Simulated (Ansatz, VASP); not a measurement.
GaN in VASP and in Ansatz

```
Ga N
1.0
     3.18073    0.00000    0.00000
     0.00000    4.49823    0.00000
     0.00000    0.00000   27.72292
Ga N
9 9
Direct
  0.50000 0.50000 0.27053
  0.00000 0.00000 0.32790
  0.50000 0.50000 0.38527
  0.00000 0.00000 0.44263
  0.50000 0.50000 0.50000
  0.00000 0.00000 0.55737
  0.50000 0.50000 0.61473
  0.00000 0.00000 0.67210
  0.50000 0.50000 0.72947
  0.00000 0.25000 0.27053
  0.50000 0.75000 0.32790
  0.00000 0.25000 0.38527
  0.50000 0.75000 0.44263
  0.00000 0.25000 0.50000
  0.50000 0.75000 0.55737
  0.00000 0.25000 0.61473
  0.50000 0.75000 0.67210
  0.00000 0.25000 0.72947
```

Alike in both runs: task single point; functional PBEsol; k mesh 8 × 6 × 1; occupations gaussian, width 0.05 eV; no spin polarisation.

|  | VASP | Ansatz |
| --- | --- | --- |
| version | VASP 6.6.1 | Ansatz 0.2.0 |
| potentials or method | VASP PAW PBE potentials, release 64 (Ga_d, N), cutoff 520 eV | scalar-relativistic, plane waves, PAW |
| valence electrons in the cell | 162 | 162 |

```tsv
	VASP	Ansatz	Ansatz less VASP
gap on the k mesh at the Fermi level (eV)	0.85	0.86	+0.010
least direct gap on the mesh (eV)	0.88	0.89	+0.005
rms of the force components (eV/Å)	0.678	0.674	-0.0044
```

VASP's potentials were made for PBE, not for PBEsol. The functional is the same, so the differences come from potentials, cutoffs and numerics. Ansatz's warnings: xc potential rough in thin density.
